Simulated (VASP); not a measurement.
Input of a VASP 6.6.1 run:

The input INCAR:

```
PREC = Accurate
ENCUT = 520
EDIFF = 1E-7
ISMEAR = -1
SIGMA = 0.02
LREAL = False
LASPH = True
NELM = 60
ALGO = Normal
ISIF = 2
LWAVE = False
LCHARG = False
GGA = PE
NBANDS = 36
```

The input KPOINTS:

```
Automatic mesh
0
Gamma
  6 6 6
```

Contents of POSCAR:

```
In3Sb2As
1.0
   -2.3184656921      2.3184656921      9.8167974320
    2.3184656921     -2.3184656921      9.8167974320
    2.3184656921      2.3184656921     -9.8167974320
As In Sb
1 3 2
Direct
    0.0000000000      0.0000000000      0.0000000000
    0.5760436367      0.0760436367      0.5000000000
    0.2500000000      0.7500000000      0.5000000000
    0.9239563633      0.4239563633      0.5000000000
    0.6630647924      0.6630647924      0.0000000000
    0.3369352076      0.3369352076      0.0000000000
```

Potentials or basis: VASP PAW PBE potentials, release 64 (As, In_d, Sb).

Launch:

```sh
$ cat potpaw_PBE.64/As/POTCAR potpaw_PBE.64/In_d/POTCAR potpaw_PBE.64/Sb/POTCAR > POTCAR
$ mpirun -np 1 vasp_std > vasp.out
```

Question: Predict the pressure.

Answer: -1.1 GPa.

Question: Predict the largest force.

Answer: 0.021 eV/Å.

Question: What does it give for the band gap on the k mesh?

Answer: Zero (filled and empty bands touch).

Forces in eV/Å, atoms in the order of the input:
```
As   0.000  0.000  0.000
In   0.000  0.000  0.021
In   0.000  0.000  0.000
In   0.000  0.000 -0.021
Sb   0.000  0.000 -0.001
Sb   0.000  0.000  0.001
```

Caveat: semilocal functionals underestimate gaps, and a narrow one can read as zero; spin-orbit coupling is left out, which moves the levels of the heavy elements.
